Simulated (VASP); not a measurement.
# BaTe (Pm-3m) in VASP: single point with LDA

Aim: the single point of BaTe with LDA.

Program: VASP 6.6.1. These are calculated values, not measurements. Logs are shortened: lines on timing, memory, paths and dates and some standing lists are left out, and cuts for length are marked.

## Step 1: The cell of the first run

It takes space group Pm-3m (No. 221, cubic). Conventional cell: a = 4.262 Å, b = 4.262 Å, c = 4.262 Å, α = 90.00°, β = 90.00°, γ = 90.00°. Ba (site symmetry m-3m) has 8 Te at 3.69 Å and 6 Ba at 4.26 Å within 4.8 Å. Te (site symmetry m-3m) has 8 Ba at 3.69 Å and 6 Te at 4.26 Å within 4.8 Å.

## Step 2: Single point, LDA

File INCAR:

```
SYSTEM = BaTe
PREC = Accurate
ENCUT = 500
EDIFF = 1E-6
ISMEAR = 0
SIGMA = 0.01
LREAL = .False.
LASPH = .True.
NELM = 120
ALGO = Normal
ISIF = 2
LWAVE = .False.
LCHARG = .False.
NBANDS = 15
GGA_COMPAT = .False.
```

File KPOINTS:

```
regular mesh
0
Gamma
  3 3 3
  0 0 0
```

File POSCAR:

```
BaTe
1.0
    4.2624660000      0.0000000000      0.0000000000
    0.0000000000      4.2624660000      0.0000000000
    0.0000000000      0.0000000000      4.2624660000
Ba Te
1 1
Direct
    0.0000000000      0.0000000000      0.0000000000
    0.5000000000      0.5000000000      0.5000000000
```

Potentials or basis: VASP PAW LDA potentials, release 64 (Ba_sv, Te).

Command:

```console
$ cat potpaw_LDA.64/Ba_sv/POTCAR potpaw_LDA.64/Te/POTCAR > POTCAR
$ mpirun -np 1 vasp_std > vasp.out
```

OUTCAR:

```text
SYSTEM = BaTe
   PREC = Accurate
   ENCUT = 500
   EDIFF = 1E-6
   ISMEAR = 0
   LREAL = .False.
   LASPH = .True.
   NELM = 120
   ISIF = 2

 ion  position               nearest neighbor table
   1  0.000  0.000  0.000-   2 3.69   2 3.69   2 3.69   2 3.69   2 3.69   2 3.69   2 3.69   2 3.69

   2  0.500  0.500  0.500-   1 3.69   1 3.69   1 3.69   1 3.69   1 3.69   1 3.69   1 3.69   1 3.69

  LATTYP: Found a simple cubic cell.
 ALAT       =     4.2624660000

  Lattice vectors:

 A1 = (   4.2624660000,   0.0000000000,   0.0000000000)
 A2 = (   0.0000000000,   4.2624660000,   0.0000000000)
 A3 = (   0.0000000000,   0.0000000000,   4.2624660000)

Analysis of symmetry for initial positions (statically):
=====================================================================
 Subroutine PRICEL returns:
 Original cell was already a primitive cell.

 Routine SETGRP: Setting up the symmetry group for a
 simple cubic supercell.

 Subroutine GETGRP returns: Found 48 space group operations
 (whereof 48 operations were pure point group operations)
 out of a pool of 48 trial point group operations.

The static configuration has the point symmetry O_h .

Analysis of symmetry for dynamics (positions and initial velocities):
=====================================================================
 Subroutine PRICEL returns:
 Original cell was already a primitive cell.

 Routine SETGRP: Setting up the symmetry group for a
 simple cubic supercell.

 Subroutine GETGRP returns: Found 48 space group operations
 (whereof 48 operations were pure point group operations)
 out of a pool of 48 trial point group operations.

The dynamic configuration has the point symmetry O_h .

 Subroutine INISYM returns: Found 48 space group operations
 (whereof 48 operations are pure point group operations),
 and found     1 'primitive' translations

----------------------------------------------------------------------------------------

                                     Primitive cell

  volume of cell :      77.4431

  direct lattice vectors                    reciprocal lattice vectors
     4.262466000  0.000000000  0.000000000     0.234605977  0.000000000  0.000000000
     0.000000000  4.262466000  0.000000000     0.000000000  0.234605977  0.000000000
     0.000000000  0.000000000  4.262466000     0.000000000  0.000000000  0.234605977

  length of vectors
     4.262466000  4.262466000  4.262466000     0.234605977  0.234605977  0.234605977

  position of ions in fractional coordinates (direct lattice)
     0.000000000  0.000000000  0.000000000
     0.500000000  0.500000000  0.500000000

  ion indices of the primitive-cell ions
   primitive index   ion index
                 1           1
                 2           2

----------------------------------------------------------------------------------------

 KPOINTS: regular mesh

Automatic generation of k-mesh.
 Grid dimensions read from file:
 generate k-points for:    3    3    3

 Generating k-lattice:

  Cartesian coordinates                     Fractional coordinates (reciprocal lattice)
     0.078201992  0.000000000  0.000000000     0.333333333  0.000000000  0.000000000
     0.000000000  0.078201992  0.000000000     0.000000000  0.333333333  0.000000000
     0.000000000  0.000000000  0.078201992     0.000000000  0.000000000  0.333333333

  Length of vectors
     0.078201992  0.078201992  0.078201992

  Shift w.r.t. Gamma in fractional coordinates (k-lattice)
     0.000000000  0.000000000  0.000000000

 Subroutine IBZKPT returns following result:
 ===========================================

 Found      4 irreducible k-points:

 Following reciprocal coordinates:
            Coordinates               Weight
  0.000000  0.000000  0.000000      1.000000
  0.333333  0.000000  0.000000      6.000000
  0.333333  0.333333  0.000000     12.000000
  0.333333  0.333333  0.333333      8.000000
   k-points           NKPTS =      4   k-points in BZ     NKDIM =      4   number of bands    NBANDS=     15
   number of dos      NEDOS =    301   number of ions     NIONS =      2
   total plane-waves  NPLWV =  32768
   dimension x,y,z NGX =    32 NGY =   32 NGZ =   32
   dimension x,y,z NGXF=    64 NGYF=   64 NGZF=   64
   ions per type =               1   1
   NGX,Y,Z   is equivalent  to a cutoff of  12.48, 12.48, 12.48 a.u.
   NGXF,Y,Z  is equivalent  to a cutoff of  24.96, 24.96, 24.96 a.u.
 SYSTEM =  BaTe
   PREC   = accura    normal or accurate (medium, high low for compatibility)
   ISTART =      0    job   : 0-new  1-cont  2-samecut
   ICHARG =      2    charge: 1-file 2-atom 10-const
   ISPIN  =      1    spin polarized calculation?
   LNONCOLLINEAR =      F non collinear calculations
   LSORBIT =      F    spin-orbit coupling
   LASPH  =      T    aspherical Exc in radial PAW
   ENCUT  =  500.0 eV  36.75 Ry    6.06 a.u.   7.77  7.77  7.77*2*pi/ulx,y,z
   NELM   =    120;   NELMIN=  2; NELMDL= -5     # of ELM steps
   EDIFF  = 0.1E-05   stopping-criterion for ELM
   LREAL  =      F    real-space projection
   EDIFFG = 0.1E-04   stopping-criterion for IOM
   NSW    =      0    number of steps for IOM
   IBRION =     -1    ionic relax: 0-MD 1-quasi-New 2-CG
   NFREE  =      0    steps in history (QN), initial steepest desc. (CG)
   ISIF   =      2    stress and relaxation
   ISYM   =      2    0-nonsym 1-usesym 2-fastsym
   POTIM  = 0.5000    time-step for ionic-motion
   TEBEG  =    0.0;   TEEND  =   0.0 temperature during run
   PSTRESS=    0.0 pullay stress
   NELECT =      16.0000    total number of electrons
   NUPDOWN=      -1.0000    fix difference up-down
   EMIN   =  10.00;   EMAX   =-10.00  energy-range for DOS
   EFERMI =   0.00;   METHOD = LEGACY
   ISMEAR =     0;   SIGMA  =   0.01  broadening in eV -4-tet -1-fermi 0-gaus
   EFERMI_NEDOS =   21; number of points for ismear=-14 and -15
   IALGO  =     38    algorithm
   IMIX   =      4    mixing-type and parameters
     AMIX     =   0.40;   BMIX     =  1.00
     AMIX_MAG =   1.60;   BMIX_MAG =  1.00
  volume/ion in A,a.u.               =      38.72       261.31
  Fermi-wavevector in a.u.,A,eV,Ry     =   0.967804  1.828884 12.743813  0.936644
  Thomas-Fermi vector in A             =   2.097720
   LORBIT       =      0    0 simple, 1 ext, 2 COOP (PROOUT), +10 PAW based schemes
   GGA     = CA    functional components
   LHFCALC =     F    Hartree Fock is set to
   AEXX    =    0.0000 exact exchange contribution
   IVDW    =     0    specifies the selected vdW correction
   LEPSILON=     F    determine dielectric tensor
   LRPA    =     F    only Hartree local field effects (RPA)
 non-spin polarized calculation
 Gauss-broadening in eV      SIGMA  =   0.01
  energy-cutoff  :      500.00
  volume of cell :       77.44
 maximum number of plane-waves:      1971
 NGX is ok and might be reduce to    32
   NGX = 15   NGY = 15   NGZ = 15

 number of electron      16.0000000 magnetization

 Free energy of the ion-electron system (eV)
  ---------------------------------------------------
  ext. energy  EPLUGINS =         0.00000000
  ---------------------------------------------------
  free energy    TOTEN  =        -9.18140998 eV

  energy without entropy =       -9.18140998  energy(sigma->0) =       -9.18140998

 E-fermi :   3.3348     XC(G=0):  -9.0460

 val. band max:        3.2815194805   @ k =   0.0000   0.0000   0.0000
 cond. band min:       4.2771095974   @ k =   0.0000   0.0000   0.0000
 fundamental gap:      0.9955901169
 Fermi energy:         3.3347850626

 k-point     1 :       0.0000    0.0000    0.0000
  band No.  band energies     occupation
      1     -24.4428      2.00000
      2      -9.4883      2.00000
      3      -9.4883      2.00000
      4      -9.4883      2.00000
      5      -6.7522      2.00000
      6       3.2815      2.00000
      7       3.2815      2.00000
      8       3.2815      2.00000
      9       4.2771      0.00000
     10       4.2771      0.00000
     11       5.7685      0.00000
     12       8.0991      0.00000
     13       8.0991      0.00000
     14       8.0991      0.00000
     15      12.0467      0.00000

 k-point     2 :       0.3333    0.0000    0.0000
  band No.  band energies     occupation
      1     -24.4228      2.00000
      2      -9.9280      2.00000
      3      -9.4498      2.00000
      4      -9.4498      2.00000
      5      -6.1900      2.00000
      6       0.7391      2.00000
      7       2.8927      2.00000
      8       2.8927      2.00000
      9       4.7969      0.00000
     10       6.7403      0.00000
     11       8.2586      0.00000
     12       8.3776      0.00000
     13       8.6343      0.00000
     14       8.6343      0.00000
     15       9.0927      0.00000

 k-point     3 :       0.3333    0.3333    0.0000
  band No.  band energies     occupation
      1     -24.4035      2.00000
      2      -9.8316      2.00000
      3      -9.7624      2.00000
      4      -9.4190      2.00000
      5      -6.1488      2.00000
      6       1.2214      2.00000
      7       1.8255      2.00000
      8       3.2349      2.00000
      9       5.1810      0.00000
     10       6.4983      0.00000
     11       6.7741      0.00000
     12       7.8095      0.00000
     13       7.9336      0.00000
     14       9.1308      0.00000
     15      11.6234      0.00000

 k-point     4 :       0.3333    0.3333    0.3333
  band No.  band energies     occupation
      1     -24.3850      2.00000
      2      -9.7546      2.00000
      3      -9.7067      2.00000
      4      -9.7067      2.00000
      5      -6.0265      2.00000
      6       1.2702      2.00000
      7       1.2702      2.00000
      8       1.7400      2.00000
      9       6.2919      0.00000
     10       6.8048      0.00000
     11       6.8048      0.00000
     12       9.1367      0.00000
     13       9.1367      0.00000
     14       9.1918      0.00000
     15      11.8587      0.00000

------------------------ aborting loop because EDIFF is reached ----------------------------------------

  FORCE on cell =-STRESS in cart. coord.  units (eV):
  Direction    XX          YY          ZZ          XY          YZ          ZX
  --------------------------------------------------------------------------------------
  -------------------------------------------------------------------------------------
  Total       -1.2018840     -1.2018840     -1.2018840      0.0000000      0.0000000      0.0000000
  in kB      -24.8651077    -24.8651077    -24.8651077      0.0000000      0.0000000      0.0000000
  external PRESSURE =     -24.8651077 kB  Pullay stress =       0.0000000 kB

 VOLUME and BASIS-vectors are now :
 -----------------------------------------------------------------------------
  energy-cutoff  :      500.00
  volume of cell :       77.44
      direct lattice vectors                 reciprocal lattice vectors
     4.262466000  0.000000000  0.000000000     0.234605977  0.000000000  0.000000000
     0.000000000  4.262466000  0.000000000     0.000000000  0.234605977  0.000000000
     0.000000000  0.000000000  4.262466000     0.000000000  0.000000000  0.234605977

 POSITION                                       TOTAL-FORCE (eV/Angst)
 -----------------------------------------------------------------------------------
      0.00000      0.00000      0.00000         0.000000      0.000000      0.000000
      2.13123      2.13123      2.13123         0.000000      0.000000      0.000000
 -----------------------------------------------------------------------------------
    total drift:                                0.000000      0.000000     -0.000000

  FREE ENERGIE OF THE ION-ELECTRON SYSTEM (eV)
  ---------------------------------------------------
  free  energy   TOTEN  =        -9.1814099765 eV

  energy  without entropy=       -9.1814099765  energy(sigma->0) =       -9.18140998
```

Wall time 3.8 s (1 thread of Intel Xeon Platinum 8488C (Sapphire Rapids), shared host); peak memory 0.15 GiB.

Results:

```yaml
Free_energy: -9.1814 eV
Pressure: -2.5 GPa
Band_gap_on_the_k_mesh: 1.00 eV, direct
```

Levels at points of the mesh, in eV from the valence-band top:
```csv
k point,band 5,band 6,band 7,band 8,band 9,band 10,band 11,band 12
"(0.00, 0.00, 0.00)",-10.03,0.00,0.00,0.00,1.00,1.00,2.49,4.82
```

Caveat: the k points lie up to 0.49 Å⁻¹ apart; spin-orbit coupling is left out, which moves the levels of the heavy elements.
